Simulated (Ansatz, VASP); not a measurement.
# Si7Ge in VASP and in Ansatz

The input INCAR:

```
PREC = Accurate ; ENCUT = 520
EDIFF = 1E-6 ; ISMEAR = 0
SIGMA = 0.03 ; LREAL = F
LASPH = T ; NELM = 100
ALGO = Normal ; ISIF = 2
LWAVE = F ; LCHARG = F
GGA = PS ; NBANDS = 31
```

Contents of KPOINTS:

```
Automatic mesh
0
Gamma
  6 6 6
```

Contents of POSCAR:

```
Si7Ge
1.0
    5.4591768100      0.0000000000      0.0000000000
    0.0000000000      5.4591768100      0.0000000000
    0.0000000000      0.0000000000      5.4591768100
Si Ge
7 1
Direct
    0.2731636476      0.2731636476      0.2731636476
   -0.0301484125      0.4945063452      0.4945063452
    0.4945063452      0.4945063452     -0.0301484125
    0.4945063452     -0.0301484125      0.4945063452
    0.7423019978      0.2218310752      0.7423019978
    0.7423019978      0.7423019978      0.2218310752
    0.2218310752      0.7423019978      0.7423019978
    0.0237954943      0.0237954943      0.0237954943
```

Input for Ansatz:

```yaml
crystal:
  lattice:
    - [5.45917681, 0.0, 0.0]
    - [0.0, 5.45917681, 0.0]
    - [0.0, 0.0, 5.45917681]
  atoms:
    - { symbol: Si, position: [0.2731636476, 0.2731636476, 0.2731636476] }
    - { symbol: Si, position: [-0.0301484125, 0.4945063452, 0.4945063452] }
    - { symbol: Si, position: [0.4945063452, 0.4945063452, -0.0301484125] }
    - { symbol: Si, position: [0.4945063452, -0.0301484125, 0.4945063452] }
    - { symbol: Si, position: [0.7423019978, 0.2218310752, 0.7423019978] }
    - { symbol: Si, position: [0.7423019978, 0.7423019978, 0.2218310752] }
    - { symbol: Si, position: [0.2218310752, 0.7423019978, 0.7423019978] }
    - { symbol: Ge, position: [0.0237954943, 0.0237954943, 0.0237954943] }
basis:
  ecutwfc: 420
kpoints:
  mp_grid: { grid: [6, 6, 6] }
hamiltonian:
  xc: pbesol
scf:
  occupations: { method: gaussian, width: 0.03 }
output:
  forces: true
  stress: true
  eigenvalues: true
```

Change from the starting cell: mode 4 (110.9 1/cm) frozen in, largest displacement +0.225 Å.

Alike in both runs: task single point; functional PBEsol; k mesh 6 × 6 × 6; occupations gaussian, width 0.03 eV; no spin polarisation.

|  | VASP | Ansatz |
| --- | --- | --- |
| version | VASP 6.6.1 | Ansatz 0.2.0 |
| potentials or method | VASP PAW PBE potentials, release 64 (Si, Ge_d), cutoff 520 eV | scalar-relativistic, plane waves, PAW |
| valence electrons in the cell | 42 | 42 |

```csv
,VASP,Ansatz,Ansatz less VASP
gap on the k mesh at the Fermi level (eV),0.34,0.35,+0.005
least direct gap on the mesh (eV),0.36,0.36,+0.004
pressure (GPa),-1.0,-1.1,-0.06
"traceless stress, the component that is largest in VASP (GPa)",0.38,0.38,+0.003
rms of the force components (eV/Å),0.268,0.268,+0.0005
```

VASP's potentials were made for PBE, not for PBEsol. Atom by atom the forces differ by 0.003 eV/Å (rms over components).
